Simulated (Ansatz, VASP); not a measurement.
**MoS2: VASP beside Ansatz**

Contents of INCAR:

```
PREC = Accurate ; ENCUT = 520
EDIFF = 1E-8 ; ISMEAR = -1
SIGMA = 0.05 ; LREAL = False
LASPH = True ; NELM = 80
ALGO = Normal ; ISIF = 2
LWAVE = False ; LCHARG = False
GGA = CA ; LEFG = True
NBANDS = 20
```

KPOINTS

```
regular mesh
0
Gamma
  15 15 15
```

The input POSCAR:

```
MoS2
1.0
    1.5973153604      0.9222104533      6.1233300000
   -1.5973153604      0.9222104533      6.1233300000
    0.0000000000     -1.8444209065      6.1233300000
Mo S
1 2
Direct
    0.0000000000      0.0000000000      0.0000000000
    0.7484000000      0.7484000000      0.7484000000
    0.5849000000      0.5849000000      0.5849000000
```

Input for Ansatz:

```yaml
crystal:
  lattice:
    - [1.5973153604, 0.9222104533, 6.12333]
    - [-1.5973153604, 0.9222104533, 6.12333]
    - [0.0, -1.8444209065, 6.12333]
  atoms:
    - { symbol: Mo, position: [0.0, 0.0, 0.0] }
    - { symbol: S, position: [0.7484, 0.7484, 0.7484] }
    - { symbol: S, position: [0.5849, 0.5849, 0.5849] }
kpoints:
  mp_grid: { grid: [15, 15, 15] }
scf:
  occupations: { method: fermi_dirac, width: 0.05 }
hamiltonian:
  xc: lda
  pseudopotentials: { kind: all_electron, datasets: crystal }
output:
  forces: true
  stress: true
  eigenvalues: true
  efg: { contact_densities: true }
```

Change from the starting cell: equal xx and yy strain of +1 %, crystal datasets.

Alike in both runs: task electric field gradients; functional LDA; k mesh 15 × 15 × 15; occupations fermi-dirac, width 0.05 eV; no spin polarisation.

|  | VASP | Ansatz |
| --- | --- | --- |
| version | VASP 6.6.1 | Ansatz 0.2.0 |
| potentials or method | VASP PAW LDA potentials, release 64 (Mo_sv, S), cutoff 520 eV | all-electron PAW with datasets made for the crystal, scalar-relativistic |

|  | VASP | Ansatz | Ansatz less VASP |
| --- | --- | --- | --- |
| pressure (GPa) | -1.5 | -1.6 | -0.06 |
| traceless stress, the component that is largest in VASP (GPa) | 5.57 | 5.61 | +0.036 |
| rms of the force components (eV/Å) | 0.288 | 0.284 | -0.0045 |
| size of Vzz on the site where it differs most (V/Å²) | 96.9 | 94.2 | -2.73 |

LDA's correlation is that of Perdew and Zunger in VASP and of Perdew and Wang (1992) in Ansatz. Atom by atom the forces differ by 0.005 eV/Å (rms over components). Ansatz ran all-electron here, and VASP with PAW potentials.
